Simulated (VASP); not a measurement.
SiC: single point with PBE

The system is SiC.

```
Si C
1.0
     3.09412    0.00000    0.00000
    -1.54706    2.67959    0.00000
     0.00000    0.00000   10.12934
Si C
4 4
Direct
  0.66667 0.33333 0.93784
  0.33333 0.66667 0.43784
  0.00000 0.00000 0.68790
  0.00000 0.00000 0.18790
  0.66667 0.33333 0.74981
  0.33333 0.66667 0.24981
  0.00000 0.00000 0.50045
  0.00000 0.00000 0.00045
```

| Property | Result |
| --- | --- |
| Program | VASP 6.6.1 |
| Task | single point |
| Functional | PBE |
| Potentials or basis | VASP PAW PBE potentials, release 64 (Si, C) |
| Cutoff | 520 eV |
| k mesh | 12 × 12 × 4 |
| Occupations | gaussian, width 0.02 eV |
| Spin | no spin polarisation |

- Pressure: 0.0 GPa
- Band gap on the k mesh: 2.22 eV, indirect (least direct gap 3.34 eV)

Levels at points of the mesh, in eV from the valence-band top:
```
           k point  band 12  band 13  band 14  band 15  band 16  band 17  band 18  band 19  band 20  band 21
(0.00, 0.00, 0.00)    -0.58    -0.58    -0.05     0.00     0.00     4.96     5.54     6.12     6.18     6.88
(0.50, 0.00, 0.00)    -2.37    -2.34    -2.20    -1.56    -1.12     2.22     2.34     4.18     4.66     5.23
(0.00, 0.00, 0.50)    -1.04    -0.21    -0.21    -0.21    -0.21     5.17     5.17     6.61     6.61     6.98
(0.50, 0.00, 0.50)    -2.99    -2.48    -2.48    -1.54    -1.54     2.63     2.63     4.17     4.17     6.01
```

Run time: 41 s on 1 thread of Intel(R) Xeon(R) 6975P-C (Granite Rapids), on a shared host, peak memory 0.24 GiB.

A k mesh can miss the band edges. PBE gaps usually lie below the measured ones, often by a third to a half.
